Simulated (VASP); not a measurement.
A run of VASP 6.6.1 is set up as follows.

File INCAR:

```
SYSTEM = AlGa3N4
PREC = Accurate
ENCUT = 520
EDIFF = 1E-8
ISMEAR = 0
SIGMA = 0.01
LREAL = .FALSE.
LASPH = .TRUE.
NELM = 100
ALGO = Normal
ISIF = 2
LWAVE = .FALSE.
LCHARG = .FALSE.
GGA = PS
IBRION = 8
NSW = 1
LEPSILON = .TRUE.
```

KPOINTS

```
Automatic mesh
0
G
  6 6 6
  0 0 0
```

Contents of POSCAR:

```
AlGa3N4
1.0
    4.4971598394      0.0000000000      0.0000000000
    0.0000000000      4.4971598394      0.0000000000
    0.0000000000      0.0000000000      4.4971598394
Al Ga N
1 3 4
Direct
    0.0000000000      0.0000000000      0.0000000000
    0.5000000000      0.5000000000      0.0000000000
    0.5000000000      0.0000000000      0.5000000000
    0.0000000000      0.5000000000      0.5000000000
    0.7550237168      0.7550237168      0.2449762832
    0.7550237168      0.2449762832      0.7550237168
    0.2449762832      0.7550237168      0.7550237168
    0.2449762832      0.2449762832      0.2449762832
```

Potentials or basis: VASP PAW PBE potentials, release 64 (Al, Ga_d, N).

Launch:

```sh
$ cat potpaw_PBE.64/Al/POTCAR potpaw_PBE.64/Ga_d/POTCAR potpaw_PBE.64/N/POTCAR > POTCAR
$ mpirun -np 1 vasp_std > vasp.out
```

(1) What does it give for the electronic dielectric tensor (diagonal)?

(2) Estimate the Born charges (mean of the diagonal).

(3) Predict the highest phonon frequency at Γ, LO-TO splitting left out.

Answers

(1) 5.63.

(2) Al +2.54; Ga +2.64; N -2.61 e.

(3) 676 cm⁻¹.

Caveat: the cell stands under pressure or tension, which shifts response properties.
